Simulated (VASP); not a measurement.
# Zr3H2 (P6mm) in VASP: relaxation of cell and atoms with PBE

Aim: the relaxation of cell and atoms of Zr3H2 with PBE.

All numbers are computed with VASP 6.6.1; they aren't measurements. Logs are shortened: lines on timing, memory, paths and dates and some standing lists are left out, and cuts for length are marked.

### Step 1. The cell of the first run

It takes space group P6mm (No. 183, hexagonal). The conventional cell has a = 4.807 Å, b = 4.807 Å, c = 3.702 Å, α = 90.00°, β = 90.00°, γ = 120.00°. Zr (site symmetry 2mm) has 2 H at 1.46 Å within 2.0 Å. H (site symmetry 3m) has 3 Zr at 1.46 Å within 2.0 Å.

The cell was generated, and may not be a known phase.

### Step 2. Relaxation of cell and atoms, PBE

INCAR

```
ALGO     = Fast           # electronic algorithm
EDIFF    = 1E-6           # SCF threshold, eV
EDIFFG   = -0.04          # ionic threshold
ENCUT    = 600            # plane-wave cutoff, eV
GGA      = PE             # functional
IBRION   = 2              # ionic algorithm
ISIF     = 3              # what is computed and relaxed
ISMEAR   = 0              # smearing method
LASPH    = T              # aspherical terms in the spheres
LCHARG   = F              # write CHGCAR
LREAL    = F              # projectors in reciprocal space
LWAVE    = F              # write WAVECAR
NELM     = 60             # most SCF steps
NSW      = 90             # ionic steps
PREC     = Accurate       # precision mode
SIGMA    = 0.1            # smearing width, eV
```

KPOINTS

```
k-points
0
Gamma
  6 6 6
```

POSCAR

```
Zr3H2
1.0
    4.8074725240      0.0000000000      0.0000000000
   -2.4037362620      4.1633933338      0.0000000000
    0.0000000000      0.0000000000      3.7022568749
Zr H
3 2
Direct
    0.5000000000      0.0000000000      0.1250000000
    0.0000000000      0.5000000000      0.1250000000
    0.5000000000      0.5000000000      0.1250000000
    0.6666666667      0.3333333333      0.2500000000
    0.3333333333      0.6666666667      0.2500000000
```

Potentials or basis: VASP PAW PBE potentials, release 64 (Zr_sv, H).

Run with:

```sh
cat potpaw_PBE.64/Zr_sv/POTCAR potpaw_PBE.64/H/POTCAR > POTCAR
mpirun -np 1 vasp_std > vasp.out
```

OUTCAR:

```text
EDIFF = 1E-6
   EDIFFG = -0.04
   ENCUT = 600
   GGA = PE
   IBRION = 2
   ISIF = 3
   ISMEAR = 0
   LASPH = T
   LREAL = F
   NELM = 60
   NSW = 90
   PREC = Accurate

 ion  position               nearest neighbor table
   1  0.500  0.000  0.125-   4 1.46   5 1.46   2 2.40   3 2.40   3 2.40   2 2.40
   2  0.000  0.500  0.125-   4 1.46   5 1.46   3 2.40   3 2.40   1 2.40   1 2.40
   3  0.500  0.500  0.125-   4 1.46   5 1.46   2 2.40   2 2.40   1 2.40   1 2.40
   4  0.667  0.333  0.250-   2 1.46   1 1.46   3 1.46
   5  0.333  0.667  0.250-   2 1.46   1 1.46   3 1.46

  LATTYP: Found a hexagonal cell.
 ALAT       =     4.8074725240
 C/A-ratio  =     0.7701046353

  Lattice vectors:

 A1 = (   4.8074725240,   0.0000000000,   0.0000000000)
 A2 = (  -2.4037362620,   4.1633933338,   0.0000000000)
 A3 = (   0.0000000000,   0.0000000000,   3.7022568749)

Analysis of symmetry for initial positions (statically):
=====================================================================
 Subroutine PRICEL returns:
 Original cell was already a primitive cell.

 Routine SETGRP: Setting up the symmetry group for a
 hexagonal supercell.

 Subroutine GETGRP returns: Found 12 space group operations
 (whereof 12 operations were pure point group operations)
 out of a pool of 24 trial point group operations.

The static configuration has the point symmetry C_6v.

Analysis of symmetry for dynamics (positions and initial velocities):
=====================================================================
 Subroutine PRICEL returns:
 Original cell was already a primitive cell.

 Routine SETGRP: Setting up the symmetry group for a
 hexagonal supercell.

 Subroutine GETGRP returns: Found 12 space group operations
 (whereof 12 operations were pure point group operations)
 out of a pool of 24 trial point group operations.

The dynamic configuration has the point symmetry C_6v.

 Subroutine INISYM returns: Found 12 space group operations
 (whereof 12 operations are pure point group operations),
 and found     1 'primitive' translations

----------------------------------------------------------------------------------------

                                     Primitive cell

  volume of cell :      74.1021

  direct lattice vectors                    reciprocal lattice vectors
     4.807472524  0.000000000  0.000000000     0.208009509  0.120094346  0.000000000
    -2.403736262  4.163393334  0.000000000     0.000000000  0.240188692  0.000000000
     0.000000000  0.000000000  3.702256875     0.000000000  0.000000000  0.270105515

  length of vectors
     4.807472524  4.807472524  3.702256875     0.240188692  0.240188692  0.270105515

  position of ions in fractional coordinates (direct lattice)
     0.500000000  0.000000000  0.125000000
     0.000000000  0.500000000  0.125000000
     0.500000000  0.500000000  0.125000000
     0.666666667  0.333333333  0.250000000
     0.333333333  0.666666667  0.250000000

  ion indices of the primitive-cell ions
   primitive index   ion index
                 1           1
                 2           2
                 3           3
                 4           4
                 5           5

----------------------------------------------------------------------------------------

 KPOINTS: k-points

Automatic generation of k-mesh.
 Grid dimensions read from file:
 generate k-points for:    6    6    6

 Generating k-lattice:

  Cartesian coordinates                     Fractional coordinates (reciprocal lattice)
     0.034668252  0.020015724  0.000000000     0.166666667  0.000000000  0.000000000
     0.000000000  0.040031449  0.000000000     0.000000000  0.166666667  0.000000000
     0.000000000  0.000000000  0.045017586     0.000000000  0.000000000  0.166666667

  Length of vectors
     0.040031449  0.040031449  0.045017586

  Shift w.r.t. Gamma in fractional coordinates (k-lattice)
     0.000000000  0.000000000  0.000000000

 Subroutine IBZKPT returns following result:
 ===========================================

 Found     28 irreducible k-points:

 Following reciprocal coordinates:
            Coordinates               Weight
  0.000000  0.000000  0.000000      1.000000
  0.166667  0.000000  0.000000      6.000000
  0.333333  0.000000  0.000000      6.000000
  0.500000  0.000000  0.000000      3.000000
  0.166667  0.166667  0.000000      6.000000
  0.333333  0.166667  0.000000     12.000000
[... 16 lines left out ...]
  0.166667  0.000000  0.500000      6.000000
  0.333333  0.000000  0.500000      6.000000
 [... further k-points ...]
   k-points           NKPTS =     28   k-points in BZ     NKDIM =     28   number of bands    NBANDS=     23
   number of dos      NEDOS =    301   number of ions     NIONS =      5
   total plane-waves  NPLWV =  48000
   dimension x,y,z NGX =    40 NGY =   40 NGZ =   30
   dimension x,y,z NGXF=    80 NGYF=   80 NGZF=   60
   ions per type =               3   2
   NGX,Y,Z   is equivalent  to a cutoff of  13.83, 13.83, 13.47 a.u.
   NGXF,Y,Z  is equivalent  to a cutoff of  27.66, 27.66, 26.94 a.u.
 SYSTEM =  unknown system
   PREC   = accura    normal or accurate (medium, high low for compatibility)
   ISTART =      0    job   : 0-new  1-cont  2-samecut
   ICHARG =      2    charge: 1-file 2-atom 10-const
   ISPIN  =      1    spin polarized calculation?
   LNONCOLLINEAR =      F non collinear calculations
   LSORBIT =      F    spin-orbit coupling
   LASPH  =      T    aspherical Exc in radial PAW
   ENCUT  =  600.0 eV  44.10 Ry    6.64 a.u.   9.60  9.60  7.39*2*pi/ulx,y,z
   NELM   =     60;   NELMIN=  2; NELMDL= -5     # of ELM steps
   EDIFF  = 0.1E-05   stopping-criterion for ELM
   LREAL  =      F    real-space projection
   EDIFFG = -.4E-01   stopping-criterion for IOM
   NSW    =     90    number of steps for IOM
   IBRION =      2    ionic relax: 0-MD 1-quasi-New 2-CG
   NFREE  =      1    steps in history (QN), initial steepest desc. (CG)
   ISIF   =      3    stress and relaxation
   ISYM   =      2    0-nonsym 1-usesym 2-fastsym
   POTIM  = 0.5000    time-step for ionic-motion
   TEBEG  =    0.0;   TEEND  =   0.0 temperature during run
   PSTRESS=    0.0 pullay stress
   NELECT =      38.0000    total number of electrons
   NUPDOWN=      -1.0000    fix difference up-down
   EMIN   =  10.00;   EMAX   =-10.00  energy-range for DOS
   EFERMI =   0.00;   METHOD = LEGACY
   ISMEAR =     0;   SIGMA  =   0.10  broadening in eV -4-tet -1-fermi 0-gaus
   EFERMI_NEDOS =   21; number of points for ismear=-14 and -15
   IALGO  =     68    algorithm
   IMIX   =      4    mixing-type and parameters
     AMIX     =   0.40;   BMIX     =  1.00
     AMIX_MAG =   1.60;   BMIX_MAG =  1.00
  volume/ion in A,a.u.               =      14.82       100.01
  Fermi-wavevector in a.u.,A,eV,Ry     =   1.310365  2.476232 23.361987  1.717058
  Thomas-Fermi vector in A             =   2.440901
   LORBIT       =      0    0 simple, 1 ext, 2 COOP (PROOUT), +10 PAW based schemes
   GGA     = PE    functional components
   LHFCALC =     F    Hartree Fock is set to
   AEXX    =    0.0000 exact exchange contribution
   IVDW    =     0    specifies the selected vdW correction
   LEPSILON=     F    determine dielectric tensor
   LRPA    =     F    only Hartree local field effects (RPA)
 conjugate gradient relaxation of ions
 non-spin polarized calculation
 RMM-DIIS sequential band-by-band and
 Gauss-broadening in eV      SIGMA  =   0.10
  energy-cutoff  :      600.00
  volume of cell :       74.10
 maximum number of plane-waves:      2511
 NGX is ok and might be reduce to    40
   NGX = 19   NGY = 19   NGZ = 15

--------------------------------------- Ionic step        1  -------------------------------------------

 number of electron      38.0000002 magnetization

 Free energy of the ion-electron system (eV)
  ---------------------------------------------------
  ext. energy  EPLUGINS =         0.00000000
  ---------------------------------------------------
  free energy    TOTEN  =       -14.51507723 eV

  energy without entropy =      -14.48278363  energy(sigma->0) =      -14.49893043

 E-fermi :   7.9341     XC(G=0): -10.4970

 val. band max:        7.9312543169   @ k =   0.1667   0.1667   0.0000
 cond. band min:       7.9505035303   @ k =   0.3333   0.0000   0.0000
 fundamental gap:      0.0192492134
 Fermi energy:         7.9340695524
[... 662 lines left out ...]
--------------------------------------- Ionic step        2  -------------------------------------------

 number of electron      38.0000005 magnetization

------------------------ aborting loop EDIFF was not reached (unconverged)  ----------------------------

  FORCE on cell =-STRESS in cart. coord.  units (eV):
  Direction    XX          YY          ZZ          XY          YZ          ZX
  --------------------------------------------------------------------------------------
  -------------------------------------------------------------------------------------
  Total      -12.8472399    -12.8472399    -13.8981146      0.0000000     -0.0000000      0.0000000
  in kB     -119.0657803   -119.0657803   -128.8050877      0.0000000     -0.0000000      0.0000000
  external PRESSURE =    -122.3122161 kB  Pullay stress =       0.0000000 kB
[... 658 lines left out ...]
     22       5.2791      0.00000
     23       7.5544      0.00000

 [... further k-points ...]

------------------------ aborting loop EDIFF was not reached (unconverged)  ----------------------------

  FORCE on cell =-STRESS in cart. coord.  units (eV):
  Direction    XX          YY          ZZ          XY          YZ          ZX
  --------------------------------------------------------------------------------------
  -------------------------------------------------------------------------------------
  Total       -0.5589782     -0.5589782     -7.3558386      0.0000000      0.0000000      0.0000000
  in kB       -7.3549718     -7.3549718    -96.7872915      0.0000000      0.0000000      0.0000000
  external PRESSURE =     -37.1657450 kB  Pullay stress =       0.0000000 kB
[... 20 lines left out ...]
  FREE ENERGIE OF THE ION-ELECTRON SYSTEM (eV)
  ---------------------------------------------------
  free  energy   TOTEN  =       -28.0295305530 eV

  energy  without entropy=      -28.0048045452  energy(sigma->0) =      -28.01716755

[... ionic steps 4 to 20 ...]

--------------------------------------- Ionic step       21  -------------------------------------------

 number of electron      37.9999998 magnetization

------------------------ aborting loop because EDIFF is reached ----------------------------------------
[... 73 lines left out ...]
--------------------------------------- Ionic step       23  -------------------------------------------

 number of electron      37.9999998 magnetization

 Free energy of the ion-electron system (eV)
  ---------------------------------------------------
  ext. energy  EPLUGINS =         0.00000000
  ---------------------------------------------------
  free energy    TOTEN  =       -30.36804847 eV

  energy without entropy =      -30.33879100  energy(sigma->0) =      -30.35341974

 E-fermi :   6.3451     XC(G=0):  -9.9126

 val. band max:        6.3368060580   @ k =   0.3333   0.0000   0.3333
 cond. band min:       6.3779987136   @ k =   0.0000   0.0000   0.1667
 fundamental gap:      0.0411926555
 Fermi energy:         6.3450747130
[... 656 lines left out ...]
  FREE ENERGIE OF THE ION-ELECTRON SYSTEM (eV)
  ---------------------------------------------------
  free  energy   TOTEN  =       -30.3680484669 eV

  energy  without entropy=      -30.3387910046  energy(sigma->0) =      -30.35341974

 reached required accuracy - stopping structural energy minimisation
```

Wall time 49 min (1 thread of Oxide Virtual Turin-like, shared host); peak memory 0.22 GiB.

What came out:

* Free energy: -30.3680 eV
* Relaxed volume: 18.12 Å³/atom
* Relaxed cell: a = 5.932 Å, b = 5.932 Å, c = 2.974 Å, α = 90.00°, β = 90.00°, γ = 120.00°
* Space group after relaxing (to 0.1 Å): P6/mmm (No. 191)
* Energy gained by relaxing: 3170.6 meV/atom
* Ionic steps: 23
* Pressure after relaxing: 0.1 GPa
* Largest force after relaxing: 0.034 eV/Å
* Band gap on the k mesh: zero (bands 19 and 20 overlap by 1.30 eV)

Forces on the atoms (eV/Å):
```
Zr   0.000  0.000  0.023
Zr   0.000  0.000  0.023
Zr   0.000  0.000  0.023
H    0.000  0.000 -0.034
H    0.000  0.000 -0.034
```

Step by step:
| step | energy change (eV) | largest force (eV/Å) | pressure (GPa) | volume (Å³) |
| --- | --- | --- | --- | --- |
| 1 | 0.0000 | 7.4391 | 78.48 | 74.10 |
| 2 | -10.2909 | 0.6908 | -12.23 | 172.88 |
| 3 | -13.5145 | 0.6283 | -3.72 | 121.77 |
| 4 | -14.0541 | 0.6942 | -2.82 | 113.61 |
| 5 | -14.5168 | 1.0909 | 8.93 | 89.42 |
| 6 | -14.6907 | 0.9472 | 0.93 | 100.79 |
| 7 | -14.7608 | 0.9887 | 2.95 | 97.07 |
| 8 | -14.7626 | 0.9965 | 3.66 | 95.94 |
| 9 | -14.9458 | 0.7120 | 0.21 | 98.52 |
| 10 | -14.9458 | 0.7099 | 0.18 | 98.53 |
| 11 | -15.2198 | 0.6988 | -2.73 | 100.22 |
| 12 | -15.4776 | 0.1488 | -7.67 | 104.15 |
| 13 | -15.5622 | 0.0640 | -7.14 | 102.47 |
| 14 | -15.6540 | 0.1359 | -5.66 | 99.38 |
| 15 | -15.6626 | 0.2363 | -4.86 | 98.07 |
| 16 | -15.7368 | 0.2202 | -3.89 | 96.35 |
| 17 | -15.8405 | 0.1524 | -1.05 | 92.17 |
| 18 | -15.8463 | 0.1189 | 0.11 | 90.78 |
| 19 | -15.8465 | 0.1241 | -0.06 | 90.97 |
| 20 | -15.8485 | 0.1094 | 0.02 | 90.84 |
| 21 | -15.8519 | 0.0648 | 0.28 | 90.43 |
| 22 | -15.8520 | 0.0521 | 0.35 | 90.32 |
| 23 | -15.8530 | 0.0340 | 0.12 | 90.62 |

Final structure:
```yaml
crystal:
  lattice:
    - [5.93156, 0.00000, 0.00000]
    - [-2.96578, 5.13688, 0.00000]
    - [0.00000, 0.00000, 2.97408]
  atoms:
    - { symbol: Zr, position: [0.50000, 0.00000, 0.97346] }
    - { symbol: Zr, position: [0.00000, 0.50000, 0.97346] }
    - { symbol: Zr, position: [0.50000, 0.50000, 0.97346] }
    - { symbol: H, position: [0.66667, 0.33333, 0.47731] }
    - { symbol: H, position: [0.33333, 0.66667, 0.47731] }
```

Levels at points of the mesh, in eV from the Fermi level:
```csv
k point,band 15,band 16,band 17,band 18,band 19,band 20,band 21,band 22,band 23
"(0.00, 0.00, 0.00)",-2.64,-1.99,-1.99,-1.74,-0.86,-0.86,1.29,2.12,2.12
"(0.50, 0.00, 0.00)",-1.58,-1.56,-1.50,-1.34,-0.57,0.21,0.35,0.39,2.03
"(0.00, 0.00, 0.50)",-2.83,-1.77,-1.77,-0.51,-0.51,-0.36,2.06,2.35,2.35
"(0.50, 0.00, 0.50)",-1.71,-1.53,-0.65,-0.07,0.21,0.79,1.36,1.62,1.78
```

Caveat: the volume moved by over 15 % at a fixed basis, so the end points are rough.

The gap in the log of VASP goes by the Fermi energy; the results here count the filled bands.